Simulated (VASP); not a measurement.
## HgP: single point with r2SCAN

Crystal: HgP.

```
CELL_PARAMETERS angstrom
0.00000 2.89200 2.89200
2.89200 0.00000 2.89200
2.89200 2.89200 0.00000
ATOMIC_POSITIONS crystal
Hg 0.00000 0.00000 0.00000
P 0.25000 0.25000 0.25000
```

This cell differs from its parent crystal: volume scaled by 0.980.

```yaml
Program: VASP 6.6.1
Task: single point
Functional: r2SCAN
Potentials_or_basis: VASP PAW PBE potentials, release 64 (Hg, P)
Cutoff: 520 eV
k_mesh: 10 × 10 × 10
Occupations: gaussian, width 0.05 eV
Spin: no spin polarisation
Dipole_correction: no
Further_INCAR_settings: ALGO = Normal; EDIFF = 1e-07; NBANDS = 16
```

```yaml
Pressure: 1.6 GPa
```

Levels at points of the mesh, in eV from the Fermi level:
```tsv
k point	band 6	band 7	band 8	band 9	band 10	band 11	band 12	band 13
(0.00, 0.00, 0.00)	-6.96	1.71	1.71	1.71	1.81	6.05	6.05	6.05
(0.50, 0.00, 0.00)	-6.26	-5.45	0.28	0.28	2.86	7.03	7.03	8.88
(0.50, 0.50, 0.00)	-5.96	-5.08	-1.53	-1.53	3.94	3.95	10.63	12.02
```

Wall time 120 s on 1 thread of Intel(R) Xeon(R) Platinum 8488C (Sapphire Rapids) (shared host), peak memory 0.19 GiB.

Caveat: the PAW data sets were made with another functional, which shifts forces and pressure a little; spin-orbit coupling is left out, which moves the levels of the heavy elements.
